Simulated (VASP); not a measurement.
# CuO (Cc) in VASP: further runs

The runs below take CuO through single point, with LDA+U.

Everything below comes from runs of VASP 6.6.1. Logs are shortened: lines on timing, memory, paths and dates and some standing lists are left out, and cuts for length are marked.

## (1) The cell of the first run

It takes space group Cc (No. 9, monoclinic). Conventional cell: a = 4.689 Å, b = 3.427 Å, c = 5.132 Å, α = 90.00°, β = 99.65°, γ = 90.00°. Cu (site symmetry 1) has 4 O at 1.91 to 2.02 Å within 2.5 Å. O (site symmetry 1) has 4 Cu at 1.91 to 2.02 Å within 2.5 Å.

## (2) Single point, LDA+U, collinear spin, antiferromagnetic start

File INCAR:

```
PREC = Accurate
ENCUT = 520
EDIFF = 1E-6
ISMEAR = 0
SIGMA = 0.05
LREAL = False
LASPH = True
NELM = 150
ALGO = Normal
ISIF = 2
LWAVE = False
LCHARG = False
ISPIN = 2
MAGMOM = 0.55 -0.55 0 0
LORBIT = 11
LMAXMIX = 4
LDAU = True
LDAUTYPE = 2
LDAUL = 2 -1
LDAUU = 8 0
LDAUJ = 0 0
LDAUPRINT = 1
GGA = CA
NBANDS = 29
```

File KPOINTS:

```
regular mesh
0
Gamma
  7 7 4
```

File POSCAR:

```
CuO
1.0
    2.3446497600     -1.7133998200      0.0000000000
    2.3446497600      1.7133998200      0.0000000000
   -0.8605499100      0.0000000000      5.0594394800
Cu O
2 2
Direct
    0.0032000000      0.4968000000      0.0000000000
    0.4968000000      0.0032000000      0.5000000000
    0.5714000000      0.4056000000      0.2537000000
    0.4056000000      0.5714000000      0.7537000000
```

Potentials or basis: VASP PAW LDA potentials, release 64 (Cu, O).

Command:

```console
$ cat potpaw_LDA.64/Cu/POTCAR potpaw_LDA.64/O/POTCAR > POTCAR
$ mpirun -np 1 vasp_std > vasp.out
```

OUTCAR:

```text
PREC = Accurate
   ENCUT = 520
   EDIFF = 1E-6
   ISMEAR = 0
   LREAL = False
   LASPH = True
   NELM = 150
   ISIF = 2
   ISPIN = 2
   LORBIT = 11
   GGA = CA

 ion  position               nearest neighbor table
   1  0.003  0.497  0.000-   4 1.91   3 1.93   4 1.98   3 2.02
   2  0.497  0.003  0.500-   3 1.91   4 1.93   3 1.98   4 2.02
   3  0.571  0.406  0.254-   2 1.91   1 1.93   2 1.98   1 2.02
   4  0.406  0.571  0.754-   1 1.91   2 1.93   1 1.98   2 2.02

  LATTYP: Found a base centered monoclinic cell.
 ALAT       =     4.6892995200
 B/A-ratio  =     0.7307700490
 C/A-ratio  =     1.0944283419
 COS(beta)  =    -0.1676798045

  Lattice vectors:

 A1 = (   2.3446497600,  -1.7133998200,   0.0000000000)
 A2 = (   2.3446497600,   1.7133998200,   0.0000000000)
 A3 = (  -0.8605499100,   0.0000000000,   5.0594394800)

Analysis of symmetry for initial positions (statically):
=====================================================================
 Subroutine PRICEL returns:
 Original cell was already a primitive cell.

 Routine SETGRP: Setting up the symmetry group for a
 base centered monoclinic supercell.

 Subroutine GETGRP returns: Found  2 space group operations
 (whereof  1 operations were pure point group operations)
 out of a pool of  4 trial point group operations.

The static configuration has the point symmetry C_1 .
 The point group associated with its full space group is C_1h.

Analysis of symmetry for dynamics (positions and initial velocities):
=====================================================================
 Subroutine PRICEL returns:
 Original cell was already a primitive cell.

 Routine SETGRP: Setting up the symmetry group for a
 base centered monoclinic supercell.

 Subroutine GETGRP returns: Found  2 space group operations
 (whereof  1 operations were pure point group operations)
 out of a pool of  4 trial point group operations.

The dynamic configuration has the point symmetry C_1 .
 The point group associated with its full space group is C_1h.

Analysis of structural, dynamic, and magnetic symmetry:
=====================================================================
 Subroutine PRICEL returns:
 Original cell was already a primitive cell.

 Routine SETGRP: Setting up the symmetry group for a
 base centered monoclinic supercell.

 Subroutine GETGRP returns: Found  2 space group operations
 (whereof  1 operations were pure point group operations)
 out of a pool of  4 trial point group operations.

The overall configuration has the point symmetry C_1 .
 The point group associated with its full space group is C_1h.

 Subroutine INISYM returns: Found  2 space group operations
 (whereof  1 operations are pure point group operations),
 and found     1 'primitive' translations

----------------------------------------------------------------------------------------

                                     Primitive cell

  volume of cell :      40.6508

  direct lattice vectors                    reciprocal lattice vectors
     2.344649760 -1.713399820  0.000000000     0.213251467 -0.291817470  0.036271514
[... 137 lines left out ...]
spin component  1

  0.9743  0.0019  0.0063 -0.0061  0.0011
  0.0019  0.9943 -0.0007 -0.0236  0.0079
  0.0063 -0.0007  0.9800 -0.0001 -0.0010
 -0.0061 -0.0236 -0.0001  1.0117 -0.0120
  0.0011  0.0079 -0.0010 -0.0120  0.9816

spin component  2

  0.9680 -0.0327  0.0071  0.0407 -0.0145
 -0.0327  0.7832  0.0020  0.2676 -0.0893
  0.0071  0.0020  0.9804 -0.0034  0.0000
  0.0407  0.2676 -0.0034  0.6108  0.1222
 -0.0145 -0.0893  0.0000  0.1222  0.9382

 occupancies and eigenvectors

  o =  0.3703  v =  0.0000  0.0000  0.0000  0.0000  0.0000 -0.0902 -0.5666  0.0073  0.7771 -0.2586      0.0000  0.0000  0.0000  0.0000  0.0000  0.0000  0.0000  0.0000  0.0000  0.0000
  o =  0.9686  v =  0.0000  0.0000  0.0000  0.0000  0.0000  0.8502  0.1175 -0.4796  0.1809 -0.0237      0.0000  0.0000  0.0000  0.0000  0.0000  0.0000  0.0000  0.0000  0.0000  0.0000
  o =  0.9695  v =  0.8454  0.0800 -0.5021  0.1638 -0.0063  0.0000  0.0000  0.0000  0.0000  0.0000      0.0000  0.0000  0.0000  0.0000  0.0000  0.0000  0.0000  0.0000  0.0000  0.0000
  o =  0.9769  v = -0.0351 -0.3429 -0.2666 -0.4973 -0.7502  0.0000  0.0000  0.0000  0.0000  0.0000      0.0000  0.0000  0.0000  0.0000  0.0000  0.0000  0.0000  0.0000  0.0000  0.0000
  o =  0.9779  v =  0.0000  0.0000  0.0000  0.0000  0.0000 -0.0073  0.5840  0.3250  0.5778  0.4684      0.0000  0.0000  0.0000  0.0000  0.0000  0.0000  0.0000  0.0000  0.0000  0.0000
  o =  0.9781  v = -0.0510  0.7386  0.1378  0.3021 -0.5845  0.0000  0.0000  0.0000  0.0000  0.0000      0.0000  0.0000  0.0000  0.0000  0.0000  0.0000  0.0000  0.0000  0.0000  0.0000
  o =  0.9790  v =  0.0000  0.0000  0.0000  0.0000  0.0000  0.1066 -0.5416 -0.0249 -0.1072  0.8265      0.0000  0.0000  0.0000  0.0000  0.0000  0.0000  0.0000  0.0000  0.0000  0.0000
  o =  0.9844  v = -0.5203  0.1893 -0.8111  0.1124  0.1515  0.0000  0.0000  0.0000  0.0000  0.0000      0.0000  0.0000  0.0000  0.0000  0.0000  0.0000  0.0000  0.0000  0.0000  0.0000
  o =  0.9849  v =  0.0000  0.0000  0.0000  0.0000  0.0000  0.5075 -0.1754  0.8146 -0.1342 -0.1733      0.0000  0.0000  0.0000  0.0000  0.0000  0.0000  0.0000  0.0000  0.0000  0.0000
  o =  1.0328  v = -0.1040 -0.5428 -0.0010  0.7886 -0.2695  0.0000  0.0000  0.0000  0.0000  0.0000      0.0000  0.0000  0.0000  0.0000  0.0000  0.0000  0.0000  0.0000  0.0000  0.0000

atom =   2  type =  1  l = 2

 onsite density matrix

spin component  1

  0.9680 -0.0327 -0.0071 -0.0407  0.0145
 -0.0327  0.7832 -0.0020 -0.2676  0.0893
 -0.0071 -0.0020  0.9804 -0.0034  0.0000
 -0.0407 -0.2676 -0.0034  0.6108  0.1222
  0.0145  0.0893  0.0000  0.1222  0.9382

spin component  2

  0.9743  0.0019 -0.0063  0.0061 -0.0011
  0.0019  0.9943  0.0007  0.0236 -0.0079
 -0.0063  0.0007  0.9800 -0.0001 -0.0010
  0.0061  0.0236 -0.0001  1.0117 -0.0120
 -0.0011 -0.0079 -0.0010 -0.0120  0.9816

 occupancies and eigenvectors

  o =  0.3703  v =  0.0902  0.5666  0.0073  0.7771 -0.2586  0.0000  0.0000  0.0000  0.0000  0.0000      0.0000  0.0000  0.0000  0.0000  0.0000  0.0000  0.0000  0.0000  0.0000  0.0000
  o =  0.9686  v = -0.8502 -0.1175 -0.4796  0.1809 -0.0237  0.0000  0.0000  0.0000  0.0000  0.0000      0.0000  0.0000  0.0000  0.0000  0.0000  0.0000  0.0000  0.0000  0.0000  0.0000
  o =  0.9695  v =  0.0000  0.0000  0.0000  0.0000  0.0000  0.8454  0.0800  0.5021 -0.1638  0.0063      0.0000  0.0000  0.0000  0.0000  0.0000  0.0000  0.0000  0.0000  0.0000  0.0000
  o =  0.9769  v =  0.0000  0.0000  0.0000  0.0000  0.0000  0.0351  0.3429 -0.2666 -0.4973 -0.7502      0.0000  0.0000  0.0000  0.0000  0.0000  0.0000  0.0000  0.0000  0.0000  0.0000
  o =  0.9779  v =  0.0073 -0.5840  0.3250  0.5778  0.4684  0.0000  0.0000  0.0000  0.0000  0.0000      0.0000  0.0000  0.0000  0.0000  0.0000  0.0000  0.0000  0.0000  0.0000  0.0000
  o =  0.9781  v =  0.0000  0.0000  0.0000  0.0000  0.0000  0.0510 -0.7386  0.1378  0.3021 -0.5845      0.0000  0.0000  0.0000  0.0000  0.0000  0.0000  0.0000  0.0000  0.0000  0.0000
  o =  0.9790  v = -0.1066  0.5416 -0.0249 -0.1072  0.8265  0.0000  0.0000  0.0000  0.0000  0.0000      0.0000  0.0000  0.0000  0.0000  0.0000  0.0000  0.0000  0.0000  0.0000  0.0000
  o =  0.9844  v =  0.0000  0.0000  0.0000  0.0000  0.0000 -0.5203  0.1893  0.8111 -0.1124 -0.1515      0.0000  0.0000  0.0000  0.0000  0.0000  0.0000  0.0000  0.0000  0.0000  0.0000
  o =  0.9849  v = -0.5075  0.1754  0.8146 -0.1342 -0.1733  0.0000  0.0000  0.0000  0.0000  0.0000      0.0000  0.0000  0.0000  0.0000  0.0000  0.0000  0.0000  0.0000  0.0000  0.0000
  o =  1.0328  v =  0.0000  0.0000  0.0000  0.0000  0.0000  0.1040  0.5428 -0.0010  0.7886 -0.2695      0.0000  0.0000  0.0000  0.0000  0.0000  0.0000  0.0000  0.0000  0.0000  0.0000

 number of electron      33.9999999 magnetization       0.0000000

 Free energy of the ion-electron system (eV)
  ---------------------------------------------------
  ext. energy  EPLUGINS =         0.00000000
  ---------------------------------------------------
  free energy    TOTEN  =       -18.86338674 eV

  energy without entropy =      -18.86338674  energy(sigma->0) =      -18.86338674

 E-fermi :   4.7388     XC(G=0): -12.3638

 val. band max:        4.4061206516   @ k =   0.0000   0.0000   0.0000
 cond. band min:       5.6698076172   @ k =   0.2857   0.1429   0.5000
 fundamental gap:      1.2636869656
 Fermi energy:         4.7388018267

 spin component 1

 k-point     1 :       0.0000    0.0000    0.0000
  band No.  band energies     occupation
      1     -14.0393      1.00000
      2     -12.5651      1.00000
      3      -3.6840      1.00000
      4      -3.3757      1.00000
      5      -1.6096      1.00000
      6      -1.3688      1.00000
[... 1529 lines left out ...]
     28      22.8611      0.00000
     29      24.7624      0.00000

 [... further k-points ...]
[... 5 lines left out ...]
  --------------------------------------------------------------------------------------
  -------------------------------------------------------------------------------------
  Total       -3.8734981     -2.9787178     -4.1048608      0.0000000      0.0000000      0.3501491
  in kB     -152.6668794   -117.4007441   -161.7856201      0.0000000      0.0000000     13.8004917
  external PRESSURE =    -143.9510812 kB  Pullay stress =       0.0000000 kB

 VOLUME and BASIS-vectors are now :
 -----------------------------------------------------------------------------
  energy-cutoff  :      520.00
  volume of cell :       40.65
      direct lattice vectors                 reciprocal lattice vectors
     2.344649760 -1.713399820  0.000000000     0.213251467 -0.291817470  0.036271514
     2.344649760  1.713399820  0.000000000     0.213251467  0.291817470  0.036271514
    -0.860549910  0.000000000  5.059439480     0.000000000  0.000000000  0.197650353

 POSITION                                       TOTAL-FORCE (eV/Angst)
 -----------------------------------------------------------------------------------
      1.17232      0.84573      0.00000        -0.541125      0.221605      0.240449
      0.74205     -0.84573      2.52972        -0.541125     -0.221605      0.240449
      2.07240     -0.28408      1.28358         0.541125      0.243166     -0.240449
      1.64213      0.28408      3.81330         0.541125     -0.243166     -0.240449
 -----------------------------------------------------------------------------------
    total drift:                               -0.000279      0.000000     -0.000498

  FREE ENERGIE OF THE ION-ELECTRON SYSTEM (eV)
  ---------------------------------------------------
  free  energy   TOTEN  =       -18.8633867375 eV

  energy  without entropy=      -18.8633867375  energy(sigma->0) =      -18.86338674

 total charge

# of ion       s       p       d       tot
------------------------------------------
    1        0.378   0.397   9.200   9.974
    2        0.378   0.397   9.200   9.974
    3        1.545   3.415   0.000   4.960
    4        1.545   3.415   0.000   4.960
--------------------------------------------------
tot          3.844   7.623  18.400  29.867

 magnetization (x)

# of ion       s       p       d       tot
------------------------------------------
    1       -0.004  -0.004   0.661   0.652
    2        0.004   0.004  -0.661  -0.652
    3       -0.000  -0.003   0.000  -0.003
    4        0.000   0.003   0.000   0.003
--------------------------------------------------
tot          0.000   0.000   0.000   0.000
```

It took 1.9 min on 1 thread of Intel Xeon 6975P-C, shared host; peak memory 0.22 GiB.

What came out:

```yaml
Free_energy: -18.8634 eV
Pressure: -14.4 GPa
Largest_force: 0.640 eV/Å
Band_gap_on_the_k_mesh: 1.26 eV, indirect (least direct gap 1.49 eV)
Net_moment: 0.00 μB per cell
Site_moments: Cu +0.65, -0.65; O -0.00, +0.00 μB
Valence_electrons_inside_the_program's_atomic_spheres: Cu 9.97; O 4.96
```

Forces on the atoms (eV/Å):
```
Cu  -0.541  0.222  0.240
Cu  -0.541 -0.222  0.240
O    0.541  0.243 -0.240
O    0.541 -0.243 -0.240
```

Stress tensor (GPa, compression positive):
```
-15.27   0.00   1.38
  0.00 -11.74   0.00
  1.38   0.00 -16.18
```

Eigenvalues of the final occupation matrices:
```csv
site,spin,trace,eigenvalues
site 1 d,1,4.94,0.97 0.98 0.98 0.98 1.03
site 1 d,2,4.28,0.37 0.97 0.98 0.98 0.98
site 2 d,1,4.28,0.37 0.97 0.98 0.98 0.98
site 2 d,2,4.94,0.97 0.98 0.98 0.98 1.03
```

## (3) Single point, LDA+U, collinear spin, antiferromagnetic start

File INCAR:

```
ALGO = Normal
EDIFF = 1E-7
ENCUT = 520
ISIF = 2
ISMEAR = 0
ISPIN = 2
LASPH = T
LCHARG = F
LDAU = T
LDAUJ = 0 0
LDAUL = 2 -1
LDAUPRINT = 1
LDAUTYPE = 2
LDAUU = 8 0
LMAXMIX = 4
LORBIT = 11
LREAL = F
LWAVE = F
MAGMOM = 0.6 -0.6 0 0
NBANDS = 29
NELM = 150
PREC = Accurate
SIGMA = 0.05
```

File KPOINTS:

```
k-points
0
Gamma
  7 7 4
```

POSCAR is that of step 2.

Potentials or basis: VASP PAW LDA potentials, release 64 (Cu, O).

Command:

```console
$ cat potpaw_LDA.64/Cu/POTCAR potpaw_LDA.64/O/POTCAR > POTCAR
$ mpirun -np 1 vasp_std > vasp.out
```

It took 2.2 min on 1 thread of Intel Xeon 6975P-C, shared host; peak memory 0.22 GiB.

Results (log left out):

```
Free energy                                           : -18.8634 eV
Pressure                                              : -14.4 GPa
Largest force                                         : 0.640 eV/Å
Band gap on the k mesh                                : 1.26 eV, indirect (least direct gap 1.49 eV)
Net moment                                            : 0.00 μB per cell
Site moments                                          : Cu +0.65, -0.65; O -0.00, +0.00 μB
Valence electrons inside the program's atomic spheres : Cu 9.97; O 4.96
```

Forces on the atoms (eV/Å):
```
Cu  -0.541  0.222  0.240
Cu  -0.541 -0.222  0.240
O    0.541  0.243 -0.240
O    0.541 -0.243 -0.240
```

Stress tensor (GPa, compression positive):
```
-15.25   0.00   1.38
  0.00 -11.73   0.00
  1.38   0.00 -16.16
```

Levels at points of the mesh, in eV from the valence-band top:
Spin up:
```
           k point  band 14  band 15  band 16  band 17  band 18  band 19  band 20  band 21
(0.00, 0.00, 0.00)    -1.84    -1.71    -1.34     0.00     2.23     2.47     6.97     8.74
(0.00, 0.00, 0.50)    -3.16    -1.32    -1.26    -0.30     2.29     4.54     4.62    12.24
```
Spin down:
| k point | band 13 | band 14 | band 15 | band 16 | band 17 | band 18 | band 19 | band 20 | band 21 | band 22 |
| --- | --- | --- | --- | --- | --- | --- | --- | --- | --- | --- |
| (0.00, 0.00, 0.00) | -2.93 | -1.84 | -1.71 | -1.34 | 0.00 | 2.23 | 2.47 | 6.97 | 8.74 | 14.16 |
| (0.00, 0.00, 0.50) | -3.21 | -3.16 | -1.32 | -1.26 | -0.30 | 2.29 | 4.54 | 4.62 | 12.24 | 12.25 |

Eigenvalues of the final occupation matrices:
```
    site  spin  trace               eigenvalues
site 1 d     1   4.94  0.97 0.98 0.98 0.98 1.03
site 1 d     2   4.28  0.37 0.97 0.98 0.98 0.98
site 2 d     1   4.28  0.37 0.97 0.98 0.98 0.98
site 2 d     2   4.94  0.97 0.98 0.98 0.98 1.03
```

A k mesh can miss the band edges. The state reached can hang on the start; a lower one may exist.

[end of part 1 of 3]
